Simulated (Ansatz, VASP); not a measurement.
# Ag3SnSe: VASP beside Ansatz

```
CELL_PARAMETERS angstrom
5.05384 0.00000 0.00000
0.00000 5.05384 0.00000
0.00000 0.00000 5.05384
ATOMIC_POSITIONS crystal
Ag 0.50000 0.00000 0.00000
Ag 0.00000 0.50000 0.00000
Ag 0.00000 0.00000 0.50000
Sn 0.50000 0.50000 0.50000
Se 0.00000 0.00000 0.00000
```

Alike in both runs: task single point; functional PBE; k mesh 4 × 4 × 4; occupations gaussian, width 0.1 eV; collinear spin.

|  | VASP | Ansatz |
| --- | --- | --- |
| version | VASP 6.6.1 | Ansatz 0.2.0 |
| potentials or method | VASP PAW PBE potentials, release 64 (Ag, Sn_d, Se), cutoff 520 eV | scalar-relativistic, plane waves, PAW |
| valence electrons in the cell | 53 | 87 |

```csv
,VASP,Ansatz,Ansatz less VASP
gap on the k mesh at the Fermi level (eV),none,none,-
pressure (GPa),0.4,0.4,0.00
net moment per atom (μB),0.00,0.00,0.000
```

A gap of «none» marks a metal or a gap that the smearing closes. VASP's potentials hold 53 valence electrons a cell and Ansatz's 87, so a difference there can come from the potentials and not from the codes. Ansatz's warnings: seeded moment not kept.
